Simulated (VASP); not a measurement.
The system is Si.

```
Si
1.0
     0.00000    2.69564    2.69564
     2.69564    0.00000    2.69564
     2.69564    2.69564    0.00000
Si
2
Direct
  0.50000 0.50000 0.50000
  0.75000 0.75000 0.75000
```

- Program: VASP 6.6.1
- Task: relaxation of cell and atoms
- Functional: PBEsol
- Potentials or basis: VASP PAW PBE potentials, release 64 (Si)
- Cutoff: 600 eV
- k mesh: 12 × 12 × 12
- Occupations: gaussian, width 0.02 eV
- Spin: no spin polarisation

At the start: pressure 2.4 GPa; volume 19.59 Å³/atom.

Question: Where does the relaxation end?

Answer: Over 3 steps the energy falls by 3.6 meV/atom and the volume is 20.08 Å³/atom (+2.5 %); space group Fd-3m (No. 227, to 0.1 Å) before and after.

Step by step:
```
step  energy change (eV)  largest force (eV/Å)  pressure (GPa)  volume (Å³)
   1              0.0000                0.0000            2.44        39.18
   2             -0.0034                0.0000           -1.64        40.89
   3             -0.0073                0.0000            0.00        40.15
```

Final structure:
```
CELL_PARAMETERS angstrom
0.00000 2.71786 2.71786
2.71786 0.00000 2.71786
2.71786 2.71786 0.00000
ATOMIC_POSITIONS crystal
Si 0.50000 0.50000 0.50000
Si 0.75000 0.75000 0.75000
```

Caveat: the PAW data sets were made with another functional, which shifts forces and pressure a little.
